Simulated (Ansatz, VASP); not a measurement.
## Two plane-wave programs on CuNi2

```xyz
3
Lattice="0.0000 2.5081 2.5081 2.5081 0.0000 2.5081 2.5081 2.5081 0.0000" Properties=species:S:1:pos:R:3 pbc="T T T"
Cu    0.0000    0.0000    0.0000
Ni    1.2540    1.2540    1.2540
Ni    3.7621    3.7621    3.7621
```

Alike in both runs: task relaxation of cell and atoms; functional PBE; k mesh 6 × 6 × 6; occupations gaussian, width 0.1 eV; collinear spin.

|  | VASP | Ansatz |
| --- | --- | --- |
| version | VASP 6.6.1 | Ansatz 0.2.0 |
| potentials or method | VASP PAW PBE potentials, release 64 (Cu, Ni), cutoff 600 eV | scalar-relativistic, plane waves, PAW |
| valence electrons in the cell | 31 | 55 |

|  | VASP | Ansatz | Ansatz less VASP |
| --- | --- | --- | --- |
| gap on the k mesh at the Fermi level, each at its own relaxed structure (eV) | none | none | - |
| net moment per atom (μB) | 0.31 | 0.32 | +0.010 |
| size of the moment on the site where the two differ most (μB) | 0.46 | 0.48 | +0.022 |
| relaxed volume (Å³/atom) | 13.37 | 13.31 | -0.066 |
| relaxed cell length with the largest relative difference (Å) | 3.842 | 3.836 | -0.0063 |

Site moments also hang on the region over which each program counts them. A gap of «none» marks a metal or a gap that the smearing closes. VASP's potentials hold 31 valence electrons a cell and Ansatz's 55, so a difference there can come from the potentials and not from the codes.

The k mesh is coarse, so the values compare programs but aren't converged. Noted on VASP's run: the volume moved by over 15 % at a fixed basis, so the end points are rough.
